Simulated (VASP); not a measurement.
A run of VASP 6.6.1 is set up as follows.

Contents of INCAR:

```
SYSTEM = Cd
  ALGO = Normal
  EDIFF = 1E-7
  EDIFFG = -0.005
  ENCUT = 600
  GGA = PS
  IBRION = 2
  ISIF = 3
  ISMEAR = -1
  LASPH = .TRUE.
  LCHARG = .FALSE.
  LREAL = .FALSE.
  LWAVE = .FALSE.
  NELM = 60
  NSW = 60
  PREC = Accurate
  PSTRESS = 3100.0
  SIGMA = 0.1
```

KPOINTS

```
k-points
0
G
  19 19 17
  0 0 0
```

The input POSCAR:

```
Cd
1.0
    2.3310523220      0.0000000000      0.0000000000
   -1.1655261610      2.0187505284      0.0000000000
    0.0000000000      0.0000000000      2.1911891827
Cd
1
Direct
    0.0000000000      0.0000000000      0.0000000000
```

Potentials or basis: VASP PAW PBE potentials, release 64 (Cd).

Launch:

```sh
$ cat potpaw_PBE.64/Cd/POTCAR > POTCAR
$ mpirun -np 1 vasp_std > vasp.out
```

Problem. Predict the relaxed volume.

Solution. 10.74 Å³/atom.

Problem. What does it give for the space group after relaxing (to 0.1 Å)?

Solution. P6/mmm (No. 191).

Problem. What does it give for the band gap on the k mesh?

Solution. Zero (bands 6 and 7 overlap by 6.28 eV).

Final structure:
```
Cd
1.0
     2.33478    0.00000    0.00000
    -1.16739    2.02198    0.00000
     0.00000    0.00000    2.27454
Cd
1
Cartesian
  0.0000 0.0000 0.0000
```

Caveat: the cell is relaxed towards a set pressure, so the run minimises the enthalpy, not the energy; the PAW data sets were made with another functional, which shifts forces and pressure a little.
